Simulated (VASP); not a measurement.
Here is a VASP 6.6.1 calculation.

File INCAR:

```
ALGO = Normal
EDIFF = 1E-6
ENCUT = 520
ISIF = 2
ISMEAR = -1
LASPH = T
LCHARG = F
LREAL = F
LWAVE = F
NBANDS = 74
NELM = 100
PREC = Accurate
SIGMA = 0.05
```

The input KPOINTS:

```
k-points
0
Gamma
  2 2 3
```

POSCAR

```
NaSc3Ga2Cl8
1.0
    8.0134927900     -0.1176221900     -0.0410907600
   -4.1086102700      7.0977229100     -0.1430551900
   -0.0331173700     -0.1522544000      6.4812088900
Cl Ga Sc Na
8 2 3 1
Direct
    0.3238290451      0.6313769762      0.7845970129
    0.7074869855      0.3164804833      0.2140536399
    0.6660276675      0.8054806165      0.2562395062
    0.1418077962      0.8553421473      0.2293123318
    0.2001881992      0.3722077733      0.2524660394
    0.8443707021      0.6281887085      0.7734597934
    0.8102134153      0.1581071772      0.7328054716
    0.3713577256      0.1952196868      0.7807940843
    0.3362324176      0.6908321760      0.4009340260
    0.6530344321      0.3814322018      0.5724020935
    0.4993102370      0.9996218431      0.9684770598
    0.0204640232      0.5144447829      0.9630953090
    0.4822312869      0.4678934202      0.0597338921
    0.0321912013      0.0165196924      0.4808649191
```

Potentials or basis: VASP PAW LDA potentials, release 64 (Cl, Ga_d, Sc_sv, Na_pv).

Run with:

```console
$ cat potpaw_LDA.64/Cl/POTCAR potpaw_LDA.64/Ga_d/POTCAR potpaw_LDA.64/Sc_sv/POTCAR potpaw_LDA.64/Na_pv/POTCAR > POTCAR
$ mpirun -np 1 vasp_std > vasp.out
```

Estimate the pressure.

-0.7 GPa.

What does it give for the largest force?

3.065 eV/Å.

Estimate the band gap on the k mesh.

zero (bands 61 and 62 overlap by 0.21 eV).

Stress tensor (GPa, compression positive):
```
-1.66  0.63 -1.40
 0.63 -2.62  0.64
-1.40  0.64  2.16
```

Caveat: the k points lie up to 0.45 Å⁻¹ apart; forces of over 1 eV/Å act on the atoms, so gaps and moduli don't describe the material at rest.
